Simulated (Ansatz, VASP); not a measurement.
# HfC in VASP and in Ansatz

```
Hf C
1.0
     0.00000    2.27866    2.27866
     2.27866    0.00000    2.27866
     2.27866    2.27866    0.00000
Hf C
1 1
Direct
  0.00000 0.00000 0.00000
  0.50000 0.50000 0.50000
```

Change from the starting cell: volume scaled by 0.9405.

Alike in both runs: task single point; functional PBE; k mesh 16 × 16 × 16; occupations fermi-dirac, width 0.05 eV; no spin polarisation.

```csv
,VASP,Ansatz
version,VASP 6.6.1,Ansatz 0.2.0
potentials or method,"VASP PAW PBE potentials, release 64 (Hf_pv, C), cutoff 520 eV","all-electron LAPW, scalar-relativistic"
```

VASP gave:

```
pressure (GPa) : 15.8
```

Task: What did Ansatz give for the same quantities?

Result: Pressure (GPa): 16.2.

Ansatz ran all-electron here, and VASP with PAW potentials.

Spin-orbit coupling is off throughout.
